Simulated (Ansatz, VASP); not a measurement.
# One calculation of BeS, two programs

```
CELL_PARAMETERS angstrom
0.00000 2.49775 2.35225
2.49775 0.00000 2.35225
2.49775 2.49775 0.00000
ATOMIC_POSITIONS crystal
Be 0.00000 0.00000 0.00000
S 0.75000 0.75000 0.75000
```

Change from the starting cell: strain +0.030 along x and y, -0.030 along z, atoms carried along.

Alike in both runs: task single point; functional r2SCAN; k mesh 8 × 8 × 8; occupations gaussian, width 0.05 eV; no spin polarisation.

|  | VASP | Ansatz |
| --- | --- | --- |
| version | VASP 6.6.1 | Ansatz 0.2.0 |
| potentials or method | VASP PAW PBE potentials, release 64 (Be, S), cutoff 520 eV | scalar-relativistic, plane waves, PAW |
| valence electrons in the cell | 8 | 8 |

```csv
,VASP,Ansatz,Ansatz less VASP
gap on the k mesh at the Fermi level (eV),3.16,3.15,-0.011
least direct gap on the mesh (eV),6.06,6.03,-0.035
pressure (GPa),-1.4,-1.7,-0.25
"traceless stress, the component that is largest in VASP (GPa)",3.53,3.58,+0.053
```

VASP's potentials were made for PBE, not for r2SCAN. With one functional, cell and mesh, what is left measures potentials, basis and numerics.
